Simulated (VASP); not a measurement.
# WSe2 (P6_3/mmc) in VASP: further runs, part 2 of 3

VASP 6.6.1. Earlier steps stand in the parts before.

## Step 4: Single point, PBEsol (equal xx and yy strain of -2 %)

Contents of INCAR:

```
PREC     = Accurate       # precision mode
ENCUT    = 520            # plane-wave cutoff, eV
EDIFF    = 1E-7           # SCF threshold, eV
ISMEAR   = -1             # smearing method
SIGMA    = 0.08           # smearing width, eV
LREAL    = F              # projectors in reciprocal space
LASPH    = T              # aspherical terms in the spheres
NELM     = 80             # most SCF steps
ALGO     = Normal         # electronic algorithm
ISIF     = 2              # what is computed and relaxed
LWAVE    = F              # write WAVECAR
LCHARG   = F              # write CHGCAR
GGA      = PS             # functional
NBANDS   = 35             # bands
```

Contents of KPOINTS:

```
Automatic mesh
0
Gamma
  11 11 3
```

Contents of POSCAR:

```
WSe2
1.0
    3.2241984815      0.0000000000      0.0000000000
   -1.6120992407      2.7922377918      0.0000000000
    0.0000000000      0.0000000000     12.9700000000
W Se
2 4
Direct
    0.3333333333      0.6666666667      0.2500000000
    0.6666666667      0.3333333333      0.7500000000
    0.3333333333      0.6666666667      0.6210000000
    0.6666666667      0.3333333333      0.1210000000
    0.3333333333      0.6666666667      0.8790000000
    0.6666666667      0.3333333333      0.3790000000
```

Potentials or basis: VASP PAW PBE potentials, release 64 (W_sv, Se).

Command:

```sh
cat potpaw_PBE.64/W_sv/POTCAR potpaw_PBE.64/Se/POTCAR > POTCAR
mpirun -np 1 vasp_std > vasp.out
```

OUTCAR:

```text
PREC = Accurate
   ENCUT = 520
   EDIFF = 1E-7
   ISMEAR = -1
   LREAL = F
   LASPH = T
   NELM = 80
   ISIF = 2
   GGA = PS

 ion  position               nearest neighbor table
   1  0.333  0.667  0.250-   4 2.50   6 2.50   4 2.50   6 2.50   4 2.50   6 2.50
   2  0.667  0.333  0.750-   3 2.50   5 2.50   3 2.50   5 2.50   3 2.50   5 2.50
   3  0.333  0.667  0.621-   2 2.50   2 2.50   2 2.50
   4  0.667  0.333  0.121-   1 2.50   1 2.50   1 2.50
   5  0.333  0.667  0.879-   2 2.50   2 2.50   2 2.50
   6  0.667  0.333  0.379-   1 2.50   1 2.50   1 2.50

  LATTYP: Found a hexagonal cell.
 ALAT       =     3.2241984815
 C/A-ratio  =     4.0227052008

  Lattice vectors:

 A1 = (   3.2241984815,   0.0000000000,   0.0000000000)
 A2 = (  -1.6120992407,   2.7922377918,   0.0000000000)
 A3 = (   0.0000000000,   0.0000000000,  12.9700000000)

Analysis of symmetry for initial positions (statically):
=====================================================================
 Subroutine PRICEL returns:
 Original cell was already a primitive cell.

 Routine SETGRP: Setting up the symmetry group for a
 hexagonal supercell.

 Subroutine GETGRP returns: Found 24 space group operations
 (whereof 12 operations were pure point group operations)
 out of a pool of 24 trial point group operations.

The static configuration has the point symmetry D_3d.
 The point group associated with its full space group is D_6h.

Analysis of symmetry for dynamics (positions and initial velocities):
=====================================================================
 Subroutine PRICEL returns:
 Original cell was already a primitive cell.

 Routine SETGRP: Setting up the symmetry group for a
 hexagonal supercell.

 Subroutine GETGRP returns: Found 24 space group operations
 (whereof 12 operations were pure point group operations)
 out of a pool of 24 trial point group operations.

The dynamic configuration has the point symmetry D_3d.
 The point group associated with its full space group is D_6h.

 Subroutine INISYM returns: Found 24 space group operations
 (whereof 12 operations are pure point group operations),
 and found     1 'primitive' translations

----------------------------------------------------------------------------------------

                                     Primitive cell

  volume of cell :     116.7654

  direct lattice vectors                    reciprocal lattice vectors
     3.224198482  0.000000000  0.000000000     0.310154603  0.179067844  0.000000000
    -1.612099241  2.792237792  0.000000000     0.000000000  0.358135687  0.000000000
     0.000000000  0.000000000 12.970000000     0.000000000  0.000000000  0.077101002

  length of vectors
     3.224198482  3.224198481 12.970000000     0.358135687  0.358135687  0.077101002

  position of ions in fractional coordinates (direct lattice)
     0.333333333  0.666666667  0.250000000
     0.666666667  0.333333333  0.750000000
     0.333333333  0.666666667  0.621000000
     0.666666667  0.333333333  0.121000000
     0.333333333  0.666666667  0.879000000
     0.666666667  0.333333333  0.379000000

  ion indices of the primitive-cell ions
   primitive index   ion index
[... 24 lines left out ...]

  Shift w.r.t. Gamma in fractional coordinates (k-lattice)
     0.000000000  0.000000000  0.000000000

 Subroutine IBZKPT returns following result:
 ===========================================

 Found     32 irreducible k-points:

 Following reciprocal coordinates:
            Coordinates               Weight
  0.000000  0.000000  0.000000      1.000000
  0.090909  0.000000  0.000000      6.000000
  0.181818  0.000000  0.000000      6.000000
  0.272727  0.000000  0.000000      6.000000
  0.363636  0.000000  0.000000      6.000000
  0.454545  0.000000  0.000000      6.000000
[... 16 lines left out ...]
  0.090909  0.090909  0.333333     12.000000
  0.181818  0.090909  0.333333     24.000000
 [... further k-points ...]
   k-points           NKPTS =     32   k-points in BZ     NKDIM =     32   number of bands    NBANDS=     35
   number of dos      NEDOS =    301   number of ions     NIONS =      6
   total plane-waves  NPLWV =  55296
   dimension x,y,z NGX =    24 NGY =   24 NGZ =   96
   dimension x,y,z NGXF=    48 NGYF=   48 NGZF=  192
   ions per type =               2   4
   NGX,Y,Z   is equivalent  to a cutoff of  12.37, 12.37, 12.31 a.u.
   NGXF,Y,Z  is equivalent  to a cutoff of  24.75, 24.75, 24.61 a.u.
 SYSTEM =  unknown system
   PREC   = accura    normal or accurate (medium, high low for compatibility)
   ISTART =      0    job   : 0-new  1-cont  2-samecut
   ICHARG =      2    charge: 1-file 2-atom 10-const
   ISPIN  =      1    spin polarized calculation?
   LNONCOLLINEAR =      F non collinear calculations
   LSORBIT =      F    spin-orbit coupling
   LASPH  =      T    aspherical Exc in radial PAW
   ENCUT  =  520.0 eV  38.22 Ry    6.18 a.u.   5.99  5.99 24.12*2*pi/ulx,y,z
   NELM   =     80;   NELMIN=  2; NELMDL= -5     # of ELM steps
   EDIFF  = 0.1E-06   stopping-criterion for ELM
   LREAL  =      F    real-space projection
   EDIFFG = 0.1E-05   stopping-criterion for IOM
   NSW    =      0    number of steps for IOM
   IBRION =     -1    ionic relax: 0-MD 1-quasi-New 2-CG
   NFREE  =      0    steps in history (QN), initial steepest desc. (CG)
   ISIF   =      2    stress and relaxation
   ISYM   =      2    0-nonsym 1-usesym 2-fastsym
   POTIM  = 0.5000    time-step for ionic-motion
   TEBEG  =    0.0;   TEEND  =   0.0 temperature during run
   PSTRESS=    0.0 pullay stress
   NELECT =      52.0000    total number of electrons
   NUPDOWN=      -1.0000    fix difference up-down
   EMIN   =  10.00;   EMAX   =-10.00  energy-range for DOS
   EFERMI =   0.00;   METHOD = LEGACY
   ISMEAR =    -1;   SIGMA  =   0.08  broadening in eV -4-tet -1-fermi 0-gaus
   EFERMI_NEDOS =   21; number of points for ismear=-14 and -15
   IALGO  =     38    algorithm
   IMIX   =      4    mixing-type and parameters
     AMIX     =   0.40;   BMIX     =  1.00
     AMIX_MAG =   1.60;   BMIX_MAG =  1.00
  volume/ion in A,a.u.               =      19.46       131.33
  Fermi-wavevector in a.u.,A,eV,Ry     =   1.250176  2.362490 21.265097  1.562941
  Thomas-Fermi vector in A             =   2.384183
   LORBIT       =      0    0 simple, 1 ext, 2 COOP (PROOUT), +10 PAW based schemes
   GGA     = PS    functional components
   LHFCALC =     F    Hartree Fock is set to
   AEXX    =    0.0000 exact exchange contribution
   IVDW    =     0    specifies the selected vdW correction
   LEPSILON=     F    determine dielectric tensor
   LRPA    =     F    only Hartree local field effects (RPA)
 non-spin polarized calculation
  energy-cutoff  :      520.00
  volume of cell :      116.77
 maximum number of plane-waves:      3181
 NGX is ok and might be reduce to    24
   NGX = 11   NGY = 11   NGZ = 49

 number of electron      52.0000006 magnetization

 Free energy of the ion-electron system (eV)
  ---------------------------------------------------
  ext. energy  EPLUGINS =         0.00000000
  ---------------------------------------------------
  free energy    TOTEN  =       -46.48414069 eV

  energy without entropy =      -46.48403412  energy(sigma->0) =      -46.48408741

 E-fermi :   6.9299     XC(G=0): -11.1047

 val. band max:        6.4944780770   @ k =   0.0000   0.0000   0.0000
 cond. band min:       7.4292430856   @ k =   0.1818   0.1818   0.0000
 fundamental gap:      0.9347650086
 Fermi energy:         6.9299064644

 k-point     1 :       0.0000    0.0000    0.0000
  band No.  band energies     occupation
      1     -67.6145      2.00000
      2     -67.6144      2.00000
      3     -31.9236      2.00000
      4     -31.9236      2.00000
      5     -31.7280      2.00000
      6     -31.7280      2.00000
[... 901 lines left out ...]
     34      10.6695      0.00000
     35      13.5190      0.00000

 [... further k-points ...]
[... 5 lines left out ...]
  --------------------------------------------------------------------------------------
  -------------------------------------------------------------------------------------
  Total        3.8774321      3.8774321      3.1931336      0.0000000      0.0000000      0.0000000
  in kB       53.2035526     53.2035526     43.8140633      0.0000000      0.0000000      0.0000000
  external PRESSURE =      50.0737229 kB  Pullay stress =       0.0000000 kB

 VOLUME and BASIS-vectors are now :
 -----------------------------------------------------------------------------
  energy-cutoff  :      520.00
  volume of cell :      116.77
      direct lattice vectors                 reciprocal lattice vectors
     3.224198482  0.000000000  0.000000000     0.310154603  0.179067844  0.000000000
    -1.612099241  2.792237792  0.000000000     0.000000000  0.358135687  0.000000000
     0.000000000  0.000000000 12.970000000     0.000000000  0.000000000  0.077101002

 POSITION                                       TOTAL-FORCE (eV/Angst)
 -----------------------------------------------------------------------------------
     -0.00000      1.86149      3.24250        -0.000000     -0.000000     -0.000000
      1.61210      0.93075      9.72750         0.000000      0.000000     -0.000000
     -0.00000      1.86149      8.05437        -0.000000      0.000000     -0.390196
      1.61210      0.93075      1.56937        -0.000000     -0.000000     -0.390196
     -0.00000      1.86149     11.40063        -0.000000      0.000000      0.390196
      1.61210      0.93075      4.91563         0.000000     -0.000000      0.390196
 -----------------------------------------------------------------------------------
    total drift:                               -0.000000      0.000000     -0.000000

  FREE ENERGIE OF THE ION-ELECTRON SYSTEM (eV)
  ---------------------------------------------------
  free  energy   TOTEN  =       -46.4841406942 eV

  energy  without entropy=      -46.4840341209  energy(sigma->0) =      -46.48408741
```

Run time: 63 s. Hardware: 1 thread of Intel Xeon 6975P-C (Granite Rapids), shared host; peak memory 0.28 GiB.

Results:

- Free energy: -46.4841 eV
- Pressure: 5.0 GPa
- Largest force: 0.390 eV/Å
- Band gap on the k mesh: 0.93 eV, indirect (least direct gap 1.91 eV)

Forces on the atoms (eV/Å):
```
W    0.000  0.000  0.000
W    0.000  0.000  0.000
Se   0.000  0.000 -0.390
Se   0.000  0.000 -0.390
Se   0.000  0.000  0.390
Se   0.000  0.000  0.390
```

Levels at points of the mesh, in eV from the valence-band top:
```
           k point  band 23  band 24  band 25  band 26  band 27  band 28  band 29  band 30
(0.00, 0.00, 0.00)    -1.33    -1.28    -1.13     0.00     2.92     2.92     2.97     2.97
```

Caveat: the cell differs from its parent crystal (equal xx and yy strain of -2 %); the PAW data sets were made with another functional, which shifts forces and pressure a little; spin-orbit coupling is left out, which moves the levels of the heavy elements; this functional lacks dispersion, which binds the layers, so the pressure and a relaxed spacing across them are unreliable.

## Step 5: Single point, PBEsol (equal xx and yy strain of -1 %)

Contents of INCAR:

```
ALGO = Normal ; EDIFF = 1E-6
ENCUT = 520 ; GGA = PS
ISIF = 2 ; ISMEAR = -1
LASPH = True ; LCHARG = False
LREAL = False ; LWAVE = False
NBANDS = 35 ; NELM = 60
PREC = Accurate ; SIGMA = 0.08
```

Contents of KPOINTS:

```
k-points
0
Gamma
  11 11 3
```

Edit POSCAR of step 4 so:

```diff
@@ -2,4 +2,4 @@
 1.0
-    3.2241984815      0.0000000000      0.0000000000
-   -1.6120992407      2.7922377918      0.0000000000
+    3.2570984660      0.0000000000      0.0000000000
+   -1.6285492330      2.8207300141      0.0000000000
     0.0000000000      0.0000000000     12.9700000000
```

Command:

```sh
cat potpaw_PBE.64/W_sv/POTCAR potpaw_PBE.64/Se/POTCAR > POTCAR
mpirun -np 1 vasp_std > vasp.out
```

Run time: 57 s. Hardware: 1 thread of Intel Xeon 6975P-C (Granite Rapids), shared host; peak memory 0.28 GiB.

The run converged. Its results:

| Quantity | Value |
| --- | --- |
| Free energy | -46.5380 eV |
| Pressure | 1.9 GPa |
| Largest force | 0.152 eV/Å |
| Band gap on the k mesh | 0.92 eV, indirect (least direct gap 1.83 eV) |

Forces on the atoms (eV/Å):
```
W    0.000  0.000  0.000
W    0.000  0.000  0.000
Se   0.000  0.000 -0.152
Se   0.000  0.000 -0.152
Se   0.000  0.000  0.152
Se   0.000  0.000  0.152
```

Stress tensor (GPa, compression positive):
```
1.88 0.00 0.00
0.00 1.88 0.00
0.00 0.00 2.05
```

Levels at points of the mesh, in eV from the valence-band top:
```tsv
k point	band 23	band 24	band 25	band 26	band 27	band 28	band 29	band 30
(0.00, 0.00, 0.00)	-1.42	-1.21	-1.09	0.00	2.77	2.77	2.82	2.82
```

Caveat: the cell differs from its parent crystal (equal xx and yy strain of -1 %); the PAW data sets were made with another functional, which shifts forces and pressure a little; spin-orbit coupling is left out, which moves the levels of the heavy elements; this functional lacks dispersion, which binds the layers, so the pressure and a relaxed spacing across them are unreliable.

[end of part 2 of 3]
